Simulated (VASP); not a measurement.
# NbSi (CsCl type) (Pm-3m) in VASP: a series of runs, part 2 of 2

VASP 6.6.1. Earlier steps stand in the parts before.

### Step 4. Single point, LDA (volume scaled by 0.5)

INCAR

```
SYSTEM = NbSi
PREC = Accurate ; ENCUT = 520
EDIFF = 1E-7 ; ISMEAR = -1
SIGMA = 0.1 ; LREAL = .FALSE.
LASPH = .TRUE. ; NELM = 80
ALGO = Normal ; ISIF = 2
LWAVE = .FALSE. ; LCHARG = .FALSE.
NBANDS = 16
```

KPOINTS

```
regular mesh
0
G
  14 14 14
  0 0 0
```

POSCAR

```
NbSi
1.0
    2.4684058368      0.0000000000      0.0000000000
    0.0000000000      2.4684058368      0.0000000000
    0.0000000000      0.0000000000      2.4684058368
Nb Si
1 1
Direct
    0.0000000000      0.0000000000      0.0000000000
    0.5000000000      0.5000000000      0.5000000000
```

The run is started by

```
$ cat potpaw_LDA.64/Nb_sv/POTCAR potpaw_LDA.64/Si/POTCAR > POTCAR
$ mpirun -np 1 vasp_std > vasp.out
```

It took 43 s on 1 thread of Intel Xeon 8259CL, shared host; peak memory 0.14 GiB.

The run converged. Its results:

```yaml
Free_energy: -4.3794 eV
Pressure: 496.5 GPa
```

Levels at points of the mesh, in eV from the Fermi level:
```
           k point  band 7  band 8  band 9  band 10  band 11  band 12
(0.00, 0.00, 0.00)   -8.24    3.93    3.93     3.93     6.28     6.28
(0.50, 0.00, 0.00)   -5.29   -3.10   -3.10     2.26     5.66     9.98
(0.50, 0.50, 0.00)   -1.88   -1.88   -1.50    -1.50     8.24     9.71
(0.50, 0.50, 0.50)  -11.23   -1.74    9.73     9.73     9.73    10.27
```

### Step 5. Single point, LDA (volume scaled by 0.6)

INCAR

```
PREC = Accurate
ENCUT = 520
EDIFF = 1E-6
ISMEAR = -1
SIGMA = 0.1
LREAL = False
LASPH = True
NELM = 80
ALGO = Normal
ISIF = 2
LWAVE = False
LCHARG = True
GGA = CA
LELF = True
LVHAR = True
NBANDS = 16
```

KPOINTS

```
Automatic mesh
0
Gamma
  14 14 14
```

POSCAR

```
NbSi
1.0
    2.6230726146      0.0000000000      0.0000000000
    0.0000000000      2.6230726146      0.0000000000
    0.0000000000      0.0000000000      2.6230726146
Nb Si
1 1
Direct
    0.0000000000      0.0000000000      0.0000000000
    0.5000000000      0.5000000000      0.5000000000
```

Potentials or basis: VASP PAW LDA potentials, release 64 (Nb_sv, Si).

The run is started by

```
$ cat potpaw_LDA.64/Nb_sv/POTCAR potpaw_LDA.64/Si/POTCAR > POTCAR
$ mpirun -np 1 vasp_std > vasp.out
```

OUTCAR:

```text
PREC = Accurate
   ENCUT = 520
   EDIFF = 1E-6
   ISMEAR = -1
   LREAL = False
   LASPH = True
   NELM = 80
   ISIF = 2
   GGA = CA

 ion  position               nearest neighbor table
   1  0.000  0.000  0.000-   2 2.27   2 2.27   2 2.27   2 2.27   2 2.27   2 2.27   2 2.27   2 2.27

   2  0.500  0.500  0.500-   1 2.27   1 2.27   1 2.27   1 2.27   1 2.27   1 2.27   1 2.27   1 2.27

  LATTYP: Found a simple cubic cell.
 ALAT       =     2.6230726146

  Lattice vectors:

 A1 = (   2.6230726146,   0.0000000000,   0.0000000000)
 A2 = (   0.0000000000,   2.6230726146,   0.0000000000)
 A3 = (   0.0000000000,   0.0000000000,   2.6230726146)

Analysis of symmetry for initial positions (statically):
=====================================================================
 Subroutine PRICEL returns:
 Original cell was already a primitive cell.

 Routine SETGRP: Setting up the symmetry group for a
 simple cubic supercell.

 Subroutine GETGRP returns: Found 48 space group operations
 (whereof 48 operations were pure point group operations)
 out of a pool of 48 trial point group operations.

The static configuration has the point symmetry O_h .

Analysis of symmetry for dynamics (positions and initial velocities):
=====================================================================
 Subroutine PRICEL returns:
 Original cell was already a primitive cell.

 Routine SETGRP: Setting up the symmetry group for a
 simple cubic supercell.

 Subroutine GETGRP returns: Found 48 space group operations
 (whereof 48 operations were pure point group operations)
 out of a pool of 48 trial point group operations.

The dynamic configuration has the point symmetry O_h .

 Subroutine INISYM returns: Found 48 space group operations
[... 104 lines left out ...]
   ISYM   =      2    0-nonsym 1-usesym 2-fastsym
   POTIM  = 0.5000    time-step for ionic-motion
   TEBEG  =    0.0;   TEEND  =   0.0 temperature during run
   PSTRESS=    0.0 pullay stress
   NELECT =      17.0000    total number of electrons
   NUPDOWN=      -1.0000    fix difference up-down
   EMIN   =  10.00;   EMAX   =-10.00  energy-range for DOS
   EFERMI =   0.00;   METHOD = LEGACY
   ISMEAR =    -1;   SIGMA  =   0.10  broadening in eV -4-tet -1-fermi 0-gaus
   EFERMI_NEDOS =   21; number of points for ismear=-14 and -15
   IALGO  =     38    algorithm
   IMIX   =      4    mixing-type and parameters
     AMIX     =   0.40;   BMIX     =  1.00
     AMIX_MAG =   1.60;   BMIX_MAG =  1.00
  volume/ion in A,a.u.               =       9.02        60.90
  Fermi-wavevector in a.u.,A,eV,Ry     =   1.604775  3.032585 35.039123  2.575303
  Thomas-Fermi vector in A             =   2.701226
   LORBIT       =      0    0 simple, 1 ext, 2 COOP (PROOUT), +10 PAW based schemes
   GGA     = CA    functional components
   LHFCALC =     F    Hartree Fock is set to
   AEXX    =    0.0000 exact exchange contribution
   IVDW    =     0    specifies the selected vdW correction
   LEPSILON=     F    determine dielectric tensor
   LRPA    =     F    only Hartree local field effects (RPA)
 non-spin polarized calculation
  energy-cutoff  :      520.00
  volume of cell :       18.05
 maximum number of plane-waves:       500
 NGX is ok and might be reduce to    20
   NGX =  9   NGY =  9   NGZ =  9

 number of electron      17.0000002 magnetization

 Free energy of the ion-electron system (eV)
  ---------------------------------------------------
  ext. energy  EPLUGINS =         0.00000000
  ---------------------------------------------------
  free energy    TOTEN  =       -11.26502207 eV

  energy without entropy =      -11.23467542  energy(sigma->0) =      -11.24984875

 E-fermi :  20.7731     XC(G=0): -15.0575

 val. band max:       20.7427510007   @ k =   0.5000   0.3571   0.0000
 cond. band min:      20.7889766682   @ k =   0.2143   0.2143   0.0000
 fundamental gap:      0.0462256675
 Fermi energy:        20.7731158762

 k-point     1 :       0.0000    0.0000    0.0000
  band No.  band energies     occupation
      1     -33.2807      2.00000
      2      -8.7801      2.00000
      3      -8.7801      2.00000
      4      -8.7801      2.00000
      5       6.8623      2.00000
      6      14.4667      2.00000
[... 433 lines left out ...]
      3      -9.5701      2.00000
      4      -8.4550      2.00000
      5      10.7173      2.00000
      6      14.0938      2.00000
[... 8 lines left out ...]
     15      35.9000      0.00000
     16      36.4723      0.00000

 [... further k-points ...]
[... 5 lines left out ...]
  --------------------------------------------------------------------------------------
  -------------------------------------------------------------------------------------
  Total       29.4673682     29.4673682     29.4673682     -0.0000000      0.0000000      0.0000000
  in kB     2615.8991201   2615.8991201   2615.8991201     -0.0000000      0.0000000      0.0000000
  external PRESSURE =    2615.8991201 kB  Pullay stress =       0.0000000 kB

 VOLUME and BASIS-vectors are now :
 -----------------------------------------------------------------------------
  energy-cutoff  :      520.00
  volume of cell :       18.05
      direct lattice vectors                 reciprocal lattice vectors
     2.623072615  0.000000000  0.000000000     0.381232298  0.000000000  0.000000000
     0.000000000  2.623072615  0.000000000     0.000000000  0.381232298  0.000000000
     0.000000000  0.000000000  2.623072615     0.000000000  0.000000000  0.381232298

 POSITION                                       TOTAL-FORCE (eV/Angst)
 -----------------------------------------------------------------------------------
      0.00000      0.00000      0.00000         0.000000      0.000000      0.000000
      1.31154      1.31154      1.31154         0.000000      0.000000      0.000000
 -----------------------------------------------------------------------------------
    total drift:                                0.000000      0.000000      0.000000

  FREE ENERGIE OF THE ION-ELECTRON SYSTEM (eV)
  ---------------------------------------------------
  free  energy   TOTEN  =       -11.2650220713 eV

  energy  without entropy=      -11.2346754202  energy(sigma->0) =      -11.24984875
```

Run time: 45 s. Hardware: 1 thread of Intel Xeon 8259CL, shared host; peak memory 0.14 GiB.

Results:

```
Free energy : -11.2650 eV
Pressure    : 261.6 GPa
```

Levels at points of the mesh, in eV from the Fermi level:
```
           k point  band 6  band 7  band 8  band 9  band 10  band 11  band 12  band 13
(0.00, 0.00, 0.00)   -6.31   -6.31    3.60    3.60     3.60     4.93     4.93     4.93
(0.50, 0.00, 0.00)   -7.62   -3.92   -2.38   -2.38     3.49     4.89     8.23    11.58
(0.50, 0.50, 0.00)   -3.98   -2.52   -2.52   -0.71    -0.71     7.25     8.09    10.79
(0.50, 0.50, 0.50)   -9.28   -9.28   -2.36    7.54     7.54     7.54     8.50     8.50
```
